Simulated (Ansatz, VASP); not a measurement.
# HfB: VASP beside Ansatz

```
Hf B
1.0
     0.00000    2.35531    2.35531
     2.35531    0.00000    2.35531
     2.35531    2.35531    0.00000
Hf B
1 1
Cartesian
  2.3553 2.3553 2.3553
  0.0000 0.0000 0.0000
```

Alike in both runs: task single point; functional HSE06; k mesh 6 × 6 × 6; occupations fermi-dirac, width 0.05 eV; no spin polarisation.

|  | VASP | Ansatz |
| --- | --- | --- |
| version | VASP 6.6.1 | Ansatz 0.2.0 |
| potentials or method | VASP PAW PBE potentials, release 64 (Hf_pv, B) | Ansatz PAW |
| plane-wave cutoff (eV) | 520 | 420 |
| valence electrons in the cell | 13 | 29 |

VASP gave:

```
gap on the k mesh at the Fermi level (eV) : none
pressure (GPa)                            : 13.5
```

**Question.** Which values does Ansatz return?

**Answer.** gap on the k mesh at the Fermi level (eV): none; pressure (GPa): 15.2.

A gap of «none» marks a metal or a gap that the smearing closes. The functional is the same, so the differences come from potentials, cutoffs and numerics. VASP's potentials hold 13 valence electrons a cell and Ansatz's 29, so a difference there can come from the potentials and not from the codes.

The k mesh is coarse, so the values compare programs but aren't converged. Spin-orbit coupling is off throughout.
